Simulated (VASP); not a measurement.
# SiO2 (P4_12_12) in VASP: single point with r2SCAN

Aim: the single point of SiO2 with r2SCAN.

All numbers are computed with VASP 6.6.1; they aren't measurements. Logs are shortened: lines on timing, memory, paths and dates and some standing lists are left out, and cuts for length are marked.

## (1) The cell of the first run

The structure is tetragonal, space group P4_12_12 (No. 92). Conventional cell: a = 4.977 Å, b = 4.977 Å, c = 6.912 Å, α = 90.00°, β = 90.00°, γ = 90.00°. Si (site symmetry 2) has 4 O at 1.61 Å within 2.1 Å. O (site symmetry 1) has 2 Si at 1.61 Å within 2.1 Å.

## (2) Single point, r2SCAN

Input file POSCAR:

```
SiO2
1.0
    4.9766642641      0.0000000000      0.0000000000
    0.0000000000      4.9766642641      0.0000000000
    0.0000000000      0.0000000000      6.9117269493
Si O
4 8
Direct
    0.3027369305      0.3027369305      0.0000000000
    0.1972630695      0.8027369305      0.2500000000
    0.6972630695      0.6972630695      0.5000000000
    0.8027369305      0.1972630695      0.7500000000
    0.2380440873      0.1098272586      0.1816981940
    0.3901727414      0.7380440873      0.4316981940
    0.7619559127      0.8901727414      0.6816981940
    0.6098272586      0.2619559127      0.9316981940
    0.7380440873      0.3901727414      0.5683018060
    0.8901727414      0.7619559127      0.3183018060
    0.2619559127      0.6098272586      0.0683018060
    0.1098272586      0.2380440873      0.8183018060
```

Input file INCAR.step1:

```
SYSTEM = SiO2
PREC = Accurate
ENCUT = 520
ISMEAR = -1
SIGMA = 0.1
LREAL = .FALSE.
LASPH = .TRUE.
NELM = 60
NBANDS = 44
GGA = PE
ALGO = Normal
EDIFF = 1E-4
LWAVE = .TRUE.
LCHARG = .FALSE.
```

Input file INCAR.step2:

```
SYSTEM = SiO2
PREC = Accurate
ENCUT = 520
EDIFF = 1E-7
ISMEAR = -1
SIGMA = 0.1
LREAL = .FALSE.
LASPH = .TRUE.
NELM = 60
ALGO = Normal
ISIF = 2
LWAVE = .FALSE.
LCHARG = .FALSE.
METAGGA = R2SCAN
LMIXTAU = .TRUE.
NBANDS = 44
ISTART = 1
```

Input file KPOINTS:

```
Automatic mesh
0
G
  5 5 4
  0 0 0
```

Potentials or basis: VASP PAW PBE potentials, release 64 (Si, O).

Launch:

```console
cat potpaw_PBE.64/Si/POTCAR potpaw_PBE.64/O/POTCAR > POTCAR
cp INCAR.step1 INCAR
mpirun -np 1 vasp_std > vasp.out
cp INCAR.step2 INCAR
mpirun -np 1 vasp_std > vasp.out
```

OUTCAR:

```text
SYSTEM = SiO2
   PREC = Accurate
   ENCUT = 520
   EDIFF = 1E-7
   ISMEAR = -1
   LREAL = .FALSE.
   LASPH = .TRUE.
   NELM = 60
   ISIF = 2
   METAGGA = R2SCAN
   ISTART = 1

 ion  position               nearest neighbor table
   1  0.303  0.303  0.000-   8 1.61  11 1.61   5 1.61  12 1.61   2 3.07   4 3.07   2 3.07   4 3.07

   2  0.197  0.803  0.250-   5 1.61  10 1.61   6 1.61  11 1.61   1 3.07   3 3.07   1 3.07   3 3.07

   3  0.697  0.697  0.500-   6 1.61   9 1.61   7 1.61  10 1.61   2 3.07   4 3.07   4 3.07   2 3.07

   4  0.803  0.197  0.750-   7 1.61  12 1.61   9 1.61   8 1.61   1 3.07   3 3.07   3 3.07   1 3.07

   5  0.238  0.110  0.182-   2 1.61   1 1.61
   6  0.390  0.738  0.432-   3 1.61   2 1.61
   7  0.762  0.890  0.682-   4 1.61   3 1.61
   8  0.610  0.262  0.932-   1 1.61   4 1.61
   9  0.738  0.390  0.568-   3 1.61   4 1.61
  10  0.890  0.762  0.318-   2 1.61   3 1.61
  11  0.262  0.610  0.068-   1 1.61   2 1.61
  12  0.110  0.238  0.818-   4 1.61   1 1.61

  LATTYP: Found a simple tetragonal cell.
 ALAT       =     4.9766642641
 C/A-ratio  =     1.3888272510

  Lattice vectors:

 A1 = (   4.9766642641,   0.0000000000,   0.0000000000)
 A2 = (   0.0000000000,   4.9766642641,   0.0000000000)
 A3 = (   0.0000000000,   0.0000000000,   6.9117269493)

Analysis of symmetry for initial positions (statically):
=====================================================================
 Subroutine PRICEL returns:
 Original cell was already a primitive cell.

 Routine SETGRP: Setting up the symmetry group for a
 simple tetragonal supercell.

 Subroutine GETGRP returns: Found  8 space group operations
 (whereof  2 operations were pure point group operations)
 out of a pool of 16 trial point group operations.

The static configuration has the point symmetry C_2 .
 The point group associated with its full space group is D_4 .

Analysis of symmetry for dynamics (positions and initial velocities):
=====================================================================
 Subroutine PRICEL returns:
 Original cell was already a primitive cell.

 Routine SETGRP: Setting up the symmetry group for a
 simple tetragonal supercell.

 Subroutine GETGRP returns: Found  8 space group operations
 (whereof  2 operations were pure point group operations)
 out of a pool of 16 trial point group operations.

The dynamic configuration has the point symmetry C_2 .
 The point group associated with its full space group is D_4 .

 Subroutine INISYM returns: Found  8 space group operations
 (whereof  2 operations are pure point group operations),
 and found     1 'primitive' translations

----------------------------------------------------------------------------------------

                                     Primitive cell

  volume of cell :     171.1840

  direct lattice vectors                    reciprocal lattice vectors
     4.976664264  0.000000000  0.000000000     0.200937806  0.000000000  0.000000000
     0.000000000  4.976664264  0.000000000     0.000000000  0.200937806  0.000000000
     0.000000000  0.000000000  6.911726949     0.000000000  0.000000000  0.144681641

  length of vectors
     4.976664264  4.976664264  6.911726949     0.200937806  0.200937806  0.144681641

  position of ions in fractional coordinates (direct lattice)
     0.302736930  0.302736930  0.000000000
     0.197263070  0.802736930  0.250000000
     0.697263070  0.697263070  0.500000000
     0.802736930  0.197263070  0.750000000
     0.238044087  0.109827259  0.181698194
     0.390172741  0.738044087  0.431698194
     0.761955913  0.890172741  0.681698194
     0.609827259  0.261955913  0.931698194
     0.738044087  0.390172741  0.568301806
     0.890172741  0.761955913  0.318301806
     0.261955913  0.609827259  0.068301806
     0.109827259  0.238044087  0.818301806

  ion indices of the primitive-cell ions
   primitive index   ion index
                 1           1
                 2           2
                 3           3
                 4           4
                 5           5
                 6           6
                 7           7
                 8           8
                 9           9
                10          10
                11          11
                12          12

----------------------------------------------------------------------------------------

 KPOINTS: Automatic mesh

Automatic generation of k-mesh.
 Grid dimensions read from file:
 generate k-points for:    5    5    4

 Generating k-lattice:

  Cartesian coordinates                     Fractional coordinates (reciprocal lattice)
     0.040187561  0.000000000  0.000000000     0.200000000  0.000000000  0.000000000
     0.000000000  0.040187561  0.000000000     0.000000000  0.200000000  0.000000000
     0.000000000  0.000000000  0.036170410     0.000000000  0.000000000  0.250000000

  Length of vectors
     0.040187561  0.040187561  0.036170410

  Shift w.r.t. Gamma in fractional coordinates (k-lattice)
     0.000000000  0.000000000  0.000000000

 Subroutine IBZKPT returns following result:
 ===========================================

 Found     18 irreducible k-points:

 Following reciprocal coordinates:
            Coordinates               Weight
  0.000000  0.000000  0.000000      1.000000
  0.200000  0.000000  0.000000      4.000000
  0.400000  0.000000  0.000000      4.000000
  0.200000  0.200000  0.000000      4.000000
  0.400000  0.200000  0.000000      8.000000
  0.400000  0.400000  0.000000      4.000000
[... 10 lines left out ...]
  0.400000  0.200000  0.500000      8.000000
  0.400000  0.400000  0.500000      4.000000
   k-points           NKPTS =     18   k-points in BZ     NKDIM =     18   number of bands    NBANDS=     44
   number of dos      NEDOS =    301   number of ions     NIONS =     12
   total plane-waves  NPLWV =  86400
   dimension x,y,z NGX =    40 NGY =   40 NGZ =   54
   dimension x,y,z NGXF=    80 NGYF=   80 NGZF=  108
   ions per type =               4   8
   NGX,Y,Z   is equivalent  to a cutoff of  13.36, 13.36, 12.99 a.u.
   NGXF,Y,Z  is equivalent  to a cutoff of  26.72, 26.72, 25.98 a.u.
 SYSTEM =  SiO2
   PREC   = accura    normal or accurate (medium, high low for compatibility)
   ISTART =      1    job   : 0-new  1-cont  2-samecut
   ICHARG =      0    charge: 1-file 2-atom 10-const
   ISPIN  =      1    spin polarized calculation?
   LNONCOLLINEAR =      F non collinear calculations
   LSORBIT =      F    spin-orbit coupling
   LASPH  =      T    aspherical Exc in radial PAW
   ENCUT  =  520.0 eV  38.22 Ry    6.18 a.u.   9.25  9.25 12.85*2*pi/ulx,y,z
   NELM   =     60;   NELMIN=  2; NELMDL=  0     # of ELM steps
   EDIFF  = 0.1E-06   stopping-criterion for ELM
   LREAL  =      F    real-space projection
   EDIFFG = 0.1E-05   stopping-criterion for IOM
   NSW    =      0    number of steps for IOM
   IBRION =     -1    ionic relax: 0-MD 1-quasi-New 2-CG
   NFREE  =      0    steps in history (QN), initial steepest desc. (CG)
   ISIF   =      2    stress and relaxation
   ISYM   =      2    0-nonsym 1-usesym 2-fastsym
   POTIM  = 0.5000    time-step for ionic-motion
   TEBEG  =    0.0;   TEEND  =   0.0 temperature during run
   PSTRESS=    0.0 pullay stress
   NELECT =      64.0000    total number of electrons
   NUPDOWN=      -1.0000    fix difference up-down
   EMIN   =  10.00;   EMAX   =-10.00  energy-range for DOS
   EFERMI =   0.00;   METHOD = LEGACY
   ISMEAR =    -1;   SIGMA  =   0.10  broadening in eV -4-tet -1-fermi 0-gaus
   EFERMI_NEDOS =   21; number of points for ismear=-14 and -15
   IALGO  =     38    algorithm
   IMIX   =      4    mixing-type and parameters
     AMIX     =   0.40;   BMIX     =  1.00
     AMIX_MAG =   1.60;   BMIX_MAG =  1.00
  volume/ion in A,a.u.               =      14.27        96.27
  Fermi-wavevector in a.u.,A,eV,Ry     =   1.179362  2.228671 18.924266  1.390894
  Thomas-Fermi vector in A             =   2.315674
   LORBIT       =      0    0 simple, 1 ext, 2 COOP (PROOUT), +10 PAW based schemes
   METAGGA = R2SCAN    functional components
   LHFCALC =     F    Hartree Fock is set to
   AEXX    =    0.0000 exact exchange contribution
   IVDW    =     0    specifies the selected vdW correction
   LEPSILON=     F    determine dielectric tensor
   LRPA    =     F    only Hartree local field effects (RPA)
 non-spin polarized calculation
  energy-cutoff  :      520.00
  volume of cell :      171.18
 maximum number of plane-waves:      4638
 NGX is ok and might be reduce to    40
   NGX = 19   NGY = 19   NGZ = 25

 number of electron      63.9999964 magnetization

 Free energy of the ion-electron system (eV)
  ---------------------------------------------------
  ext. energy  EPLUGINS =         0.00000000
  ---------------------------------------------------
  free energy    TOTEN  =      -119.16378904 eV

  energy without entropy =     -119.16378904  energy(sigma->0) =     -119.16378904

 E-fermi :   1.9553     XC(G=0):  -8.8995

 val. band max:       -0.2955784463   @ k =   0.0000   0.0000   0.0000
 cond. band min:       6.0563473873   @ k =   0.0000   0.0000   0.0000
 fundamental gap:      6.3519258336
 Fermi energy:         1.9552827386

 k-point     1 :       0.0000    0.0000    0.0000
  band No.  band energies     occupation
      1     -20.7454      2.00000
      2     -19.8435      2.00000
      3     -19.8435      2.00000
      4     -18.7110      2.00000
      5     -18.6636      2.00000
      6     -18.6576      2.00000
[... 36 lines left out ...]
     43      12.0361      0.00000
     44      12.2978      0.00000

 k-point     2 :       0.2000    0.0000    0.0000
  band No.  band energies     occupation
      1     -20.6621      2.00000
      2     -19.9269      2.00000
      3     -19.7460      2.00000
      4     -18.7865      2.00000
      5     -18.7160      2.00000
      6     -18.6830      2.00000
[... 36 lines left out ...]
     43      12.0605      0.00000
     44      12.0788      0.00000

 k-point     3 :       0.4000    0.0000    0.0000
  band No.  band energies     occupation
      1     -20.4385      2.00000
      2     -20.1546      2.00000
      3     -19.4775      2.00000
      4     -19.1135      2.00000
      5     -18.7239      2.00000
      6     -18.7163      2.00000
[... 36 lines left out ...]
     43      11.5777      0.00000
     44      12.1488      0.00000

 k-point     4 :       0.2000    0.2000    0.0000
  band No.  band energies     occupation
      1     -20.5777      2.00000
      2     -19.8340      2.00000
      3     -19.8273      2.00000
      4     -18.8979      2.00000
      5     -18.7203      2.00000
      6     -18.6864      2.00000
[... 600 lines left out ...]
     43      11.7068      0.00000
     44      11.7068      0.00000

 k-point    17 :       0.4000    0.2000    0.5000
  band No.  band energies     occupation
      1     -20.2310      2.00000
      2     -20.2310      2.00000
      3     -19.3725      2.00000
      4     -19.3725      2.00000
      5     -18.7100      2.00000
      6     -18.7100      2.00000
[... 36 lines left out ...]
     43      12.0358      0.00000
     44      12.0358      0.00000

 k-point    18 :       0.4000    0.4000    0.5000
  band No.  band energies     occupation
      1     -20.0241      2.00000
      2     -20.0241      2.00000
      3     -19.5849      2.00000
      4     -19.5849      2.00000
      5     -18.7202      2.00000
      6     -18.7202      2.00000
[... 36 lines left out ...]
     43      11.4623      0.00000
     44      11.4623      0.00000

------------------------ aborting loop because EDIFF is reached ----------------------------------------

  FORCE on cell =-STRESS in cart. coord.  units (eV):
  Direction    XX          YY          ZZ          XY          YZ          ZX
  --------------------------------------------------------------------------------------
  -------------------------------------------------------------------------------------
  Total        0.2567838      0.2567838      0.1875991      0.0000000      0.0000000     -0.0000000
  in kB        2.4033382      2.4033382      1.7558123      0.0000000      0.0000000     -0.0000000
  external PRESSURE =       2.1874962 kB  Pullay stress =       0.0000000 kB

 VOLUME and BASIS-vectors are now :
 -----------------------------------------------------------------------------
  energy-cutoff  :      520.00
  volume of cell :      171.18
      direct lattice vectors                 reciprocal lattice vectors
     4.976664264  0.000000000  0.000000000     0.200937806  0.000000000  0.000000000
     0.000000000  4.976664264  0.000000000     0.000000000  0.200937806  0.000000000
     0.000000000  0.000000000  6.911726949     0.000000000  0.000000000  0.144681641

 POSITION                                       TOTAL-FORCE (eV/Angst)
 -----------------------------------------------------------------------------------
      1.50662      1.50662      0.00000         0.019323      0.019323     -0.000000
      0.98171      3.99495      1.72793        -0.019323      0.019323     -0.000000
      3.47004      3.47004      3.45586        -0.019323     -0.019323     -0.000000
      3.99495      0.98171      5.18380         0.019323     -0.019323     -0.000000
      1.18467      0.54657      1.25585         0.000874      0.000798     -0.003145
      1.94176      3.67300      2.98378        -0.000798      0.000874     -0.003145
      3.79200      4.43009      4.71171        -0.000874     -0.000798     -0.003145
      3.03491      1.30367      6.43964         0.000798     -0.000874     -0.003145
      3.67300      1.94176      3.92795         0.000874     -0.000798      0.003145
      4.43009      3.79200      2.20002        -0.000798     -0.000874      0.003145
      1.30367      3.03491      0.47208        -0.000874      0.000798      0.003145
      0.54657      1.18467      5.65588         0.000798      0.000874      0.003145
 -----------------------------------------------------------------------------------
    total drift:                               -0.000000      0.000000     -0.000000

  FREE ENERGIE OF THE ION-ELECTRON SYSTEM (eV)
  ---------------------------------------------------
  free  energy   TOTEN  =      -119.1637890357 eV

  energy  without entropy=     -119.1637890356  energy(sigma->0) =     -119.16378904
```

Wall time 14 min (1 thread of Intel Xeon 8259CL, shared host); peak memory 0.36 GiB.

What came out:

- Free energy: -119.1638 eV
- Pressure: 0.2 GPa
- Largest force: 0.027 eV/Å
- Band gap on the k mesh: 6.35 eV

Forces on the atoms (eV/Å):
```
Si   0.019  0.019  0.000
Si  -0.019  0.019  0.000
Si  -0.019 -0.019  0.000
Si   0.019 -0.019  0.000
O    0.001  0.001 -0.003
O   -0.001  0.001 -0.003
O   -0.001 -0.001 -0.003
O    0.001 -0.001 -0.003
O    0.001 -0.001  0.003
O   -0.001 -0.001  0.003
O   -0.001  0.001  0.003
O    0.001  0.001  0.003
```

Levels at points of the mesh, in eV from the valence-band top:
| k point | band 30 | band 31 | band 32 | band 33 | band 34 | band 35 |
| --- | --- | --- | --- | --- | --- | --- |
| (0.00, 0.00, 0.00) | -0.31 | -0.31 | 0.00 | 6.35 | 9.64 | 9.64 |
| (0.00, 0.00, 0.50) | -0.55 | -0.40 | -0.40 | 7.64 | 7.64 | 10.32 |

Caveat: the PAW data sets were made with another functional, which shifts forces and pressure a little; an odd mesh through Γ misses points on the zone boundary, where band edges can lie.
